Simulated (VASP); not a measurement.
Hf: single point with PBEsol

The system is Hf.

```
Hf
1.0
     0.00000    1.94252    1.94252
     1.94252    0.00000    1.94252
     1.94252    1.94252    0.00000
Hf
1
Direct
  0.00000 0.00000 0.00000
```

This cell differs from its parent crystal: volume scaled by 0.68.

| Item | Value |
| --- | --- |
| Program | VASP 6.6.1 |
| Task | single point |
| Functional | PBEsol |
| Potentials or basis | VASP PAW PBE potentials, release 64 (Hf_pv) |
| Cutoff | 520 eV |
| k mesh | 16 × 16 × 16 |
| Occupations | fermi-dirac, width 0.05 eV |
| Spin | no spin polarisation |

- Pressure: 79.9 GPa
- Band gap on the k mesh: zero (band 5 reaches 9.28 eV, above the bottom of band 6 at 7.02 eV)

Levels at points of the mesh, in eV from the Fermi level:
```tsv
k point	band 2	band 3	band 4	band 5	band 6	band 7	band 8	band 9
(0.00, 0.00, 0.00)	-28.43	-28.43	-8.32	1.33	1.33	1.33	6.00	6.00
(0.50, 0.00, 0.00)	-28.80	-28.80	-5.11	0.88	0.88	3.10	9.71	9.71
(0.50, 0.50, 0.00)	-29.48	-29.48	-5.57	-4.23	6.21	9.78	10.90	10.90
```

Wall time 26 s on 1 thread of Intel Xeon 8259CL, on a shared host, peak memory 0.14 GiB.

Caveat: the PAW data sets were made with another functional, which shifts forces and pressure a little; spin-orbit coupling is left out, which moves the levels of the heavy elements.
